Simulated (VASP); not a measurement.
Wanted: the native input for a VASP 6.6.1 run.

```
Task                   : relaxation of cell and atoms
Functional             : PBE
Potentials or basis    : VASP PAW PBE potentials, release 64 (Cd, Se)
Cutoff                 : 600 eV
k mesh                 : 10 × 10 × 6
Occupations            : fermi-dirac, width 0.05 eV
Spin                   : no spin polarisation
Target pressure        : 27 GPa
Dipole correction      : no
Further INCAR settings : ALGO = Normal; EDIFF = 1e-07; IBRION = 2; EDIFFG = -0.005; NSW = 60; ISIF = 3
```

The structure of CdSe (NiAs type) lies in POSCAR:

```
CdSe
1.0
    3.8005818838      0.0000000000      0.0000000000
   -1.9002909419      3.2914004606      0.0000000000
    0.0000000000      0.0000000000      5.8909019200
Cd Se
2 2
Direct
    0.0000000000      0.0000000000      0.0000000000
    0.0000000000      0.0000000000      0.5000000000
    0.3333333333      0.6666666667      0.2500000000
    0.6666666667      0.3333333333      0.7500000000
```

These files were run (other wordings do the same):

INCAR

```
SYSTEM = CdSe
  ALGO = Normal
  EDIFF = 1E-7
  EDIFFG = -0.005
  ENCUT = 600
  GGA = PE
  IBRION = 2
  ISIF = 3
  ISMEAR = -1
  LASPH = .TRUE.
  LCHARG = .FALSE.
  LREAL = .FALSE.
  LWAVE = .FALSE.
  NELM = 80
  NSW = 60
  PREC = Accurate
  PSTRESS = 270.0
  SIGMA = 0.05
```

KPOINTS

```
k-points
0
G
  10 10 6
  0 0 0
```

Potentials or basis: VASP PAW PBE potentials, release 64 (Cd, Se).

Launch:

```sh
$ cat potpaw_PBE.64/Cd/POTCAR potpaw_PBE.64/Se/POTCAR > POTCAR
$ mpirun -np 1 vasp_std > vasp.out
```

It gave:

```yaml
Relaxed_volume: 18.73 Å³/atom
Relaxed_cell: a = 3.694 Å, b = 3.694 Å, c = 6.338 Å, α = 90.00°, β = 90.00°, γ = 120.00°
Space_group_after_relaxing_to_0.1_Å: P6_3/mmc (No. 194)
Energy_change_on_relaxing_the_run_minimises_the_enthalpy: -81.7 meV/atom
Ionic_steps: 8
Pressure_after_relaxing: 27.0 GPa
Band_gap_on_the_k_mesh: 0.06 eV (least direct gap 0.81 eV)
```

Caveat: the cell is relaxed towards a set pressure, so the run minimises the enthalpy, not the energy; the smearing spreads over this small gap; semilocal functionals underestimate gaps, and a narrow one can read as zero.

Run time: 7.5 min on 1 thread of AMD EPYC 7R13 Processor (Zen 3), with other jobs on the host, peak memory 0.25 GiB.
